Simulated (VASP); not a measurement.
A run of VASP 6.6.1 is set up as follows.

File INCAR:

```
SYSTEM = Li2W
PREC = Accurate ; ENCUT = 520
EDIFF = 1E-6 ; ISMEAR = 0
SIGMA = 0.1 ; LREAL = .False.
LASPH = .True. ; NELM = 60
ALGO = Normal ; ISIF = 2
LWAVE = .False. ; LCHARG = .False.
GGA = PE ; NBANDS = 17
```

File KPOINTS:

```
Automatic mesh
0
Gamma
  18 18 6
  0 0 0
```

File POSCAR:

```
Li2W
1.0
    2.7249714222      0.0000000000      0.0000000000
   -1.3624857111      2.3598944762      0.0000000000
    0.0000000000      0.0000000000      7.6680407990
Li W
2 1
Direct
    0.6666666667      0.3333333333      0.8163565930
    0.6666666667      0.3333333333      0.1836434070
    0.3333333333      0.6666666667      0.5000000000
```

Potentials or basis: VASP PAW PBE potentials, release 64 (Li_sv, W_sv).

The run is started by

```bash
$ cat potpaw_PBE.64/Li_sv/POTCAR potpaw_PBE.64/W_sv/POTCAR > POTCAR
$ mpirun -np 1 vasp_std > vasp.out
```

**Question.** Estimate the band gap on the k mesh.

**Answer.** Zero (band 10 reaches 5.64 eV, above the bottom of band 11 at 3.26 eV).

Caveat: spin-orbit coupling is left out, which moves the levels of the heavy elements.
